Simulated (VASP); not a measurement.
KF:

```
K F
1.0
     3.17887    0.00000    0.00000
     0.00000    3.17887    0.00000
     0.00000    0.00000    3.17887
K F
1 1
Direct
  0.00000 0.00000 0.00000
  0.50000 0.50000 0.50000
```

Base run:

| Quantity | Value |
| --- | --- |
| Program | VASP 6.6.1 |
| Functional | PBE |
| Potentials or basis | VASP PAW PBE potentials, release 64 (K_sv, F) |
| Cutoff | 600 eV |
| k mesh | 6 × 6 × 6 |
| Occupations | gaussian, width 0.01 eV |
| Spin | no spin polarisation |

Its results: band gap on the k mesh 6.80 eV (least direct gap 6.84 eV); pressure 3.0 GPa.

Question: The run is repeated on the same cell with these changes: k mesh from 6 × 6 × 6, through Γ to 6 × 6 × 6, shifted; further incar settings from ALGO = Normal; EDIFF = 1e-06; NBANDS = 15 to ALGO = Normal; EDIFF = 1e-06; NBANDS = 15; ISYM = 0. What comes out?

Answer: Band gap on the k mesh 7.01 eV (least direct gap 7.05 eV); pressure 2.9 GPa.

Caveats: the structure was generated, so it needn't be the stable form of KF; a shifted mesh leaves out Γ, where band edges can lie (at least some runs).

A k mesh can miss the band edges.
